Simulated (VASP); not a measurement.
KF: elastic constants with PBEsol

KF:

```
K F
1.0
     0.00000    2.65419    2.65419
     2.65419    0.00000    2.65419
     2.65419    2.65419    0.00000
K F
1 1
Direct
  0.00000 0.00000 0.00000
  0.50000 0.50000 0.50000
```

```
Program                   : VASP 6.6.1
Task                      : elastic constants
Functional                : PBEsol
Potentials or basis       : VASP PAW PBE potentials, release 64 (K_sv, F)
Cutoff                    : 600 eV
k mesh                    : 8 × 8 × 8
Occupations               : gaussian, width 0.01 eV
Spin                      : no spin polarisation
Dipole correction         : no
Ions in elastic constants : relaxed
Further INCAR settings    : ALGO = Normal; EDIFF = 1e-08; NBANDS = 15; IBRION = 6; POTIM = 0.015; NSW = 1; ISIF = 3
```

```yaml
Elastic_constants_C11_C12_C44: 71, 14, 13 GPa
Voigt_bulk_modulus: 33 GPa
Highest_phonon_frequency_at_Γ_LO-TO_splitting_left_out: 183 cm⁻¹
```

Phonon frequencies in cm⁻¹ (negative: imaginary):
| q point | frequencies |
| --- | --- |
| (0.000, 0.000, 0.000) | 0 0 0 183 183 183 |

Elastic tensor in Voigt notation (GPa, in the Cartesian axes of the cell as first typed):
```
71 14 14  0  0  0
14 71 14  0  0  0
14 14 71  0  0  0
 0  0  0 13  0  0
 0  0  0  0 13  0
 0  0  0  0  0 13
```

Clamped-ion elastic tensor (GPa):
```
71 14 14  0  0  0
14 71 14  0  0  0
14 14 71  0  0  0
 0  0  0 13  0  0
 0  0  0  0 13  0
 0  0  0  0  0 13
```

Wall time 24 min on 1 thread of Oxide Virtual Turin-like Processor, with other jobs on the host, peak memory 0.28 GiB.

Caveat: the PAW data sets were made with another functional, which shifts forces and pressure a little.
